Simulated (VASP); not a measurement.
ScAg2, 3 atoms in the cell. Symmetry: I4/mmm, No. 139, tetragonal system. The conventional cell has a = 3.509 Å, b = 3.509 Å, c = 8.851 Å, α = 90.00°, β = 90.00°, γ = 90.00°. Sc (site symmetry 4/mmm) has 10 Ag at 2.89 to 2.95 Å and 4 Sc at 3.51 Å within 3.8 Å. Within 3.8 Å of Ag (site symmetry 4mm) lie 5 Sc at 2.89 to 2.95 Å and 9 Ag at 2.89 to 3.51 Å. 

- Program: VASP 6.6.1
- Task: single point
- Functional: LDA
- Potentials or basis: VASP PAW LDA potentials, release 64 (Sc_sv, Ag)
- Cutoff: 520 eV
- k mesh: 11 × 11 × 11
- Occupations: methfessel-paxton, width 0.15 eV
- Spin: no spin polarisation
- Dipole correction: no
- Further INCAR settings: ALGO = Normal; EDIFF = 1e-06; NBANDS = 24

Potentials or basis: VASP PAW LDA potentials, release 64 (Sc_sv, Ag).

Run with:

```bash
$ cat potpaw_LDA.64/Sc_sv/POTCAR potpaw_LDA.64/Ag/POTCAR > POTCAR
$ mpirun -np 1 vasp_std > vasp.out
```

Hardware: 1 thread of Intel(R) Xeon(R) Platinum 8488C (Sapphire Rapids) (shared host).

Problem. Estimate the wall time of this run.

Solution. It took 6 min on 1 thread of Intel(R) Xeon(R) Platinum 8488C (Sapphire Rapids), on a shared host, peak memory 0.3 GiB. Counts: scf iterations 12, k points 126.
